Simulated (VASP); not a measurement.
A run of VASP 6.6.1:

The input INCAR:

```
ALGO = Normal
EDIFF = 1E-6
ENCUT = 520
GGA = PE
ISIF = 2
ISMEAR = 0
ISPIN = 2
LASPH = True
LCHARG = True
LELF = True
LORBIT = 11
LREAL = Auto
LVHAR = True
LWAVE = False
MAGMOM = 0 0 0 0 0 0 0 0 0 0 0 0 0 0 0 0 0 0 0 0 0 0 0 0 0
NBANDS = 89
NELM = 150
PREC = Accurate
SIGMA = 0.05
```

KPOINTS

```
k-points
0
Gamma
  2 2 2
```

Contents of POSCAR:

```
Si8O17
1.0
   -4.1773000000     -4.1773000000      0.0000000000
    4.1773000000     -4.1773000000      0.0000000000
    0.0000000000      0.0000000000      5.3310000000
Si O
8 17
Direct
    0.4972613889      0.4892224643      0.0179628588
   -0.0048118402      0.4972500180      0.2516953667
    0.4882611974      0.5095275657      0.4944440068
   -0.0078374788      0.4999153760      0.7509292816
   -0.0147515141      0.0045346276     -0.0024350028
    0.4884987911      0.0026936059      0.2443560308
   -0.0128652479      0.0033866373      0.4959864941
    0.4787029900      0.0320458191      0.7394066779
    0.1952948077      0.5042513107     -0.0008217970
   -0.0128057597      0.1938992890      0.2486141437
    0.8124962296      0.4757725086      0.0121470643
   -0.0142296459      0.8065426232      0.2460577753
    0.1810746176      0.4937306394      0.4950219471
   -0.0092589711      0.1962888708      0.7464445695
    0.7946392407      0.5021043497      0.4991639467
   -0.0069487468      0.8082562899      0.7483142000
    0.6799200440      0.0283206856     -0.0037846558
    0.4904018146      0.6990990592      0.2509870568
    0.2939053934      0.0120149379     -0.0031995873
    0.4923065138      0.3085406842      0.2573761020
    0.6806797453      0.0076059895      0.4993753517
    0.6070212817      0.6830897948      0.8316527856
    0.2871130874      0.0310347593      0.4832198462
    0.4847241041      0.3221226630      0.7468399925
    0.4136275824      0.7422659373      0.6857388858
```

Potentials or basis: VASP PAW PBE potentials, release 64 (Si, O).

Command:

```bash
$ cat potpaw_PBE.64/Si/POTCAR potpaw_PBE.64/O/POTCAR > POTCAR
$ mpirun -np 1 vasp_std > vasp.out
```

Hardware: 1 thread of AMD EPYC 7R13 (shared host).

Estimate the wall time of this run.

Wall time 12 min on 1 thread of AMD EPYC 7R13, with other jobs on the host, peak memory 0.4 GiB. Counts: scf iterations 15, k points 8.
